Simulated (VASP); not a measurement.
# CoO (P3m1) in VASP: single point with PBE

Aim: the single point of CoO with PBE.

Everything below comes from runs of VASP 6.6.1. Logs are shortened: lines on timing, memory, paths and dates and some standing lists are left out, and cuts for length are marked.

**1. The cell of the first run**

The typed cell holds 4 atoms: a = 3.198 Å, b = 3.198 Å, c = 5.229 Å, α = 90.00°, β = 90.00°, γ = 120.00°.

**2. Single point, PBE, collinear spin, antiferromagnetic start**

INCAR

```
PREC = Accurate
ENCUT = 520
EDIFF = 1E-6
ISMEAR = 0
SIGMA = 0.05
LREAL = False
LASPH = True
NELM = 150
ALGO = Normal
ISIF = 2
LWAVE = False
LCHARG = False
ISPIN = 2
MAGMOM = -3 3 0 0
LORBIT = 11
LMAXMIX = 4
GGA = PE
NBANDS = 27
```

KPOINTS

```
Automatic mesh
0
Gamma
  18 18 8
```

POSCAR

```
CoO
1.0
    3.1976457400      0.0000000000      0.0000000000
   -1.5988228700      2.7692424500      0.0000000000
    0.0000000000      0.0000000000      5.2287097100
Co O
2 2
Direct
    0.0000000000      0.0000000000      0.0034741400
    0.3333333300      0.6666666700      0.5033624100
    0.0000000000      0.0000000000      0.3716088500
    0.3333333300      0.6666666700      0.8715556000
```

Potentials or basis: VASP PAW PBE potentials, release 64 (Co, O).

Started as:

```bash
> cat potpaw_PBE.64/Co/POTCAR potpaw_PBE.64/O/POTCAR > POTCAR
> mpirun -np 1 vasp_std > vasp.out
```

OUTCAR:

```text
PREC = Accurate
   ENCUT = 520
   EDIFF = 1E-6
   ISMEAR = 0
   LREAL = False
   LASPH = True
   NELM = 150
   ISIF = 2
   ISPIN = 2
   LORBIT = 11
   GGA = PE

 ion  position               nearest neighbor table
   1  0.000  0.000  0.003-   3 1.92   4 1.97   4 1.97   4 1.97
   2  0.333  0.667  0.503-   4 1.93   3 1.97   3 1.97   3 1.97
   3  0.000  0.000  0.372-   1 1.92   2 1.97   2 1.97   2 1.97
   4  0.333  0.667  0.872-   2 1.93   1 1.97   1 1.97   1 1.97

  LATTYP: Found a hexagonal cell.
 ALAT       =     3.1976457400
 C/A-ratio  =     1.6351747927

  Lattice vectors:

 A1 = (   3.1976457400,   0.0000000000,   0.0000000000)
 A2 = (  -1.5988228700,   2.7692424500,   0.0000000000)
 A3 = (   0.0000000000,   0.0000000000,   5.2287097100)

Analysis of symmetry for initial positions (statically):
=====================================================================
 Subroutine PRICEL returns:
 Original cell was already a primitive cell.

 Routine SETGRP: Setting up the symmetry group for a
 hexagonal supercell.

 Subroutine GETGRP returns: Found  6 space group operations
 (whereof  6 operations were pure point group operations)
 out of a pool of 24 trial point group operations.

The static configuration has the point symmetry C_3v.

Analysis of symmetry for dynamics (positions and initial velocities):
=====================================================================
 Subroutine PRICEL returns:
 Original cell was already a primitive cell.

 Routine SETGRP: Setting up the symmetry group for a
 hexagonal supercell.

 Subroutine GETGRP returns: Found  6 space group operations
 (whereof  6 operations were pure point group operations)
 out of a pool of 24 trial point group operations.

The dynamic configuration has the point symmetry C_3v.

Analysis of structural, dynamic, and magnetic symmetry:
=====================================================================
 Subroutine PRICEL returns:
 Original cell was already a primitive cell.

 Routine SETGRP: Setting up the symmetry group for a
 hexagonal supercell.

 Subroutine GETGRP returns: Found  6 space group operations
 (whereof  6 operations were pure point group operations)
 out of a pool of 24 trial point group operations.

The overall configuration has the point symmetry C_3v.

[... 120 lines left out ...]
   IMIX   =      4    mixing-type and parameters
     AMIX     =   0.40;   BMIX     =  1.00
     AMIX_MAG =   1.60;   BMIX_MAG =  1.00
  volume/ion in A,a.u.               =      11.58        78.11
  Fermi-wavevector in a.u.,A,eV,Ry     =   1.416620  2.677023 27.304329  2.006812
  Thomas-Fermi vector in A             =   2.537935
   LORBIT       =     11    0 simple, 1 ext, 2 COOP (PROOUT), +10 PAW based schemes
   GGA     = PE    functional components
   LHFCALC =     F    Hartree Fock is set to
   AEXX    =    0.0000 exact exchange contribution
   IVDW    =     0    specifies the selected vdW correction
   LEPSILON=     F    determine dielectric tensor
   LRPA    =     F    only Hartree local field effects (RPA)
 spin polarized calculation
 Gauss-broadening in eV      SIGMA  =   0.05
  energy-cutoff  :      520.00
  volume of cell :       46.30
 maximum number of plane-waves:      1272
   NGX = 11   NGY = 11   NGZ = 19

 number of electron      30.0000008 magnetization       0.0000250

 number of electron      30.0000008 magnetization      -0.0000477

 Free energy of the ion-electron system (eV)
  ---------------------------------------------------
  ext. energy  EPLUGINS =         0.00000000
  ---------------------------------------------------
  free energy    TOTEN  =       -26.77969316 eV

  energy without entropy =      -26.77961248  energy(sigma->0) =      -26.77965282

 E-fermi :   6.1627     XC(G=0): -11.1034

 val. band max:        6.1148891513   @ k =   0.3333   0.3333   0.0000
 cond. band min:       6.2379683362   @ k =   0.4444   0.1111   0.0000
 fundamental gap:      0.1230791848
 Fermi energy:         6.1627364353

 spin component 1

 k-point     1 :       0.0000    0.0000    0.0000
  band No.  band energies     occupation
      1     -13.7780      1.00000
      2     -13.0803      1.00000
      3      -0.8017      1.00000
      4       0.2310      1.00000
      5       0.2310      1.00000
      6       0.3119      1.00000
[... 709 lines left out ...]
     26      20.1933      0.00000
     27      23.0021      0.00000

 [... further k-points ...]

 spin component 2

 k-point     1 :       0.0000    0.0000    0.0000
  band No.  band energies     occupation
      1     -13.7767      1.00000
      2     -13.0817      1.00000
      3      -0.8014      1.00000
      4       0.2348      1.00000
      5       0.2348      1.00000
      6       0.3110      1.00000
[... 709 lines left out ...]
     26      20.1943      0.00000
     27      23.0019      0.00000

 [... further k-points ...]
[... 5 lines left out ...]
  --------------------------------------------------------------------------------------
  -------------------------------------------------------------------------------------
  Total       -0.2038395     -0.2038395     -0.0212811      0.0000000     -0.0000000      0.0000000
  in kB       -7.0536379     -7.0536379     -0.7364098      0.0000000     -0.0000000      0.0000000
  external PRESSURE =      -4.9478952 kB  Pullay stress =       0.0000000 kB

 VOLUME and BASIS-vectors are now :
 -----------------------------------------------------------------------------
  energy-cutoff  :      520.00
  volume of cell :       46.30
      direct lattice vectors                 reciprocal lattice vectors
     3.197645740  0.000000000  0.000000000     0.312730077  0.180554794  0.000000000
    -1.598822870  2.769242450  0.000000000     0.000000000  0.361109588  0.000000000
     0.000000000  0.000000000  5.228709710     0.000000000  0.000000000  0.191251773

 POSITION                                       TOTAL-FORCE (eV/Angst)
 -----------------------------------------------------------------------------------
      0.00000      0.00000      0.01817         0.000000     -0.000000      0.188413
     -0.00000      1.84616      2.63194         0.000000     -0.000000      0.195787
      0.00000      0.00000      1.94303         0.000000     -0.000000     -0.192827
     -0.00000      1.84616      4.55711        -0.000000      0.000000     -0.191373
 -----------------------------------------------------------------------------------
    total drift:                                0.000018     -0.000011     -0.001158

  FREE ENERGIE OF THE ION-ELECTRON SYSTEM (eV)
  ---------------------------------------------------
  free  energy   TOTEN  =       -26.7796931610 eV

  energy  without entropy=      -26.7796124773  energy(sigma->0) =      -26.77965282

 total charge

# of ion       s       p       d       tot
------------------------------------------
    1        0.345   0.430   7.214   7.989
    2        0.345   0.430   7.214   7.989
    3        1.552   3.439   0.000   4.991
    4        1.552   3.439   0.000   4.991
--------------------------------------------------
tot          3.793   7.739  14.429  25.961

 magnetization (x)

# of ion       s       p       d       tot
------------------------------------------
    1       -0.009  -0.044  -2.251  -2.304
    2        0.009   0.044   2.251   2.304
    3        0.011   0.142   0.000   0.153
    4       -0.011  -0.142   0.000  -0.153
--------------------------------------------------
tot          0.000  -0.000   0.000   0.000
```

OSZICAR:

```text
N       E                     dE             d eps       ncg     rms          rms(c)
DAV:   1     0.254199217520E+03    0.25420E+03   -0.13446E+04 28856   0.130E+03
DAV:   2    -0.414948432608E+01   -0.25835E+03   -0.23027E+03 29711   0.311E+02
DAV:   3    -0.318603908442E+02   -0.27711E+02   -0.26360E+02 31849   0.117E+02
DAV:   4    -0.324915440977E+02   -0.63115E+00   -0.62869E+00 31793   0.181E+01
DAV:   5    -0.325120961361E+02   -0.20552E-01   -0.20548E-01 38374   0.308E+00    0.231E+01
DAV:   6    -0.320203444884E+02    0.49175E+00   -0.42521E+01 37454   0.980E+01    0.335E+01
DAV:   7    -0.265118009395E+02    0.55085E+01   -0.22103E+01 31941   0.916E+01    0.104E+01
DAV:   8    -0.268345433337E+02   -0.32274E+00   -0.26268E+00 34954   0.117E+01    0.633E+00
DAV:   9    -0.267683032358E+02    0.66240E-01   -0.54337E-01 43564   0.113E+01    0.297E+00
DAV:  10    -0.267939295141E+02   -0.25626E-01   -0.35202E-01 41805   0.114E+01    0.185E+00
DAV:  11    -0.267815833138E+02    0.12346E-01   -0.79997E-02 40319   0.517E+00    0.642E-01
DAV:  12    -0.267792797537E+02    0.23036E-02   -0.13861E-02 38519   0.128E+00    0.248E-01
DAV:  13    -0.267796112639E+02   -0.33151E-03   -0.20289E-03 35997   0.399E-01    0.106E-01
DAV:  14    -0.267796114813E+02   -0.21738E-06   -0.22214E-04 37291   0.199E-01    0.671E-02
DAV:  15    -0.267796787552E+02   -0.67274E-04   -0.19450E-04 30784   0.150E-01    0.381E-02
DAV:  16    -0.267796913263E+02   -0.12571E-04   -0.38621E-05 33801   0.727E-02    0.139E-02
DAV:  17    -0.267796927589E+02   -0.14326E-05   -0.48070E-06 28813   0.247E-02    0.699E-03
DAV:  18    -0.267796931610E+02   -0.40209E-06   -0.10186E-06 20781   0.946E-03
   1 F= -.26779693E+02 E0= -.26779653E+02  d E =-.806837E-04  mag=    -0.0000
```

stdout:

```text
POSCAR found type information on POSCAR CoO
 POSCAR found :  2 types and       4 ions
 scaLAPACK will be used
 LDA part: xc-table for (Slater+PW92), standard interpolation
 POSCAR, INCAR and KPOINTS ok, starting setup
 FFT: planning ... GRIDC
 FFT: planning ... GRID_SOFT
 FFT: planning ... GRID
 WAVECAR not read
 entering main loop
```

Wall time 18 min (1 thread of Oxide Virtual Turin-like, shared host); peak memory 0.5 GiB.

What came out:

| Property | Result |
| --- | --- |
| Free energy | -26.7797 eV |
| Pressure | -0.5 GPa |
| Largest force | 0.196 eV/Å |
| Band gap on the k mesh | 0.12 eV (least direct gap 0.22 eV) |
| Net moment | 0.00 μB per cell |
| Site moments | Co -2.30, +2.30; O +0.15, -0.15 μB |
| Valence electrons inside the program's atomic spheres | Co 7.99; O 4.99 |

Forces on the atoms (eV/Å):
```
Co   0.000  0.000  0.188
Co   0.000  0.000  0.196
O    0.000  0.000 -0.193
O    0.000  0.000 -0.191
```

Stress tensor (GPa, compression positive):
```
-0.71  0.00  0.00
 0.00 -0.71  0.00
 0.00  0.00 -0.07
```
